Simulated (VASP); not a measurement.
The system is SrO.

```
Sr O
1.0
     0.00000    2.58330    2.58330
     2.58330    0.00000    2.58330
     2.58330    2.58330    0.00000
Sr O
1 1
Direct
  0.50000 0.50000 0.50000
  0.00000 0.00000 0.00000
```

This cell differs from its parent crystal: volume scaled by 1.02.

Base run:

| Quantity | Value |
| --- | --- |
| Program | VASP 6.6.1 |
| Functional | PBEsol |
| Potentials or basis | VASP PAW PBE potentials, release 64 (Sr_sv, O) |
| Cutoff | 520 eV |
| k mesh | 9 × 9 × 9 |
| Occupations | fermi-dirac, width 0.05 eV |
| Spin | no spin polarisation |

Its results: band gap on the k mesh 3.22 eV, indirect (least direct gap 3.33 eV); pressure -1.7 GPa.

Q: After a change of settings the same cell gave: band gap on the k mesh 3.81 eV, indirect (least direct gap 3.91 eV); pressure 0.1 GPa. Which change was it?
A. functional from PBEsol to BLYP; dispersion from none to D4
B. functional from PBEsol to r2SCAN
C. functional from PBEsol to PBE
D. functional from PBEsol to RPBE; further incar settings from ALGO = Normal; EDIFF = 1e-06; NBANDS = 15 to ALGO = Normal; EDIFF = 1e-07; NBANDS = 15

A: B.

r2SCAN gives the wider gap, since meta-GGAs in the generalised Kohn-Sham scheme recover part of the derivative discontinuity.

Caveats: the PAW data sets were made with another functional, which shifts forces and pressure a little.
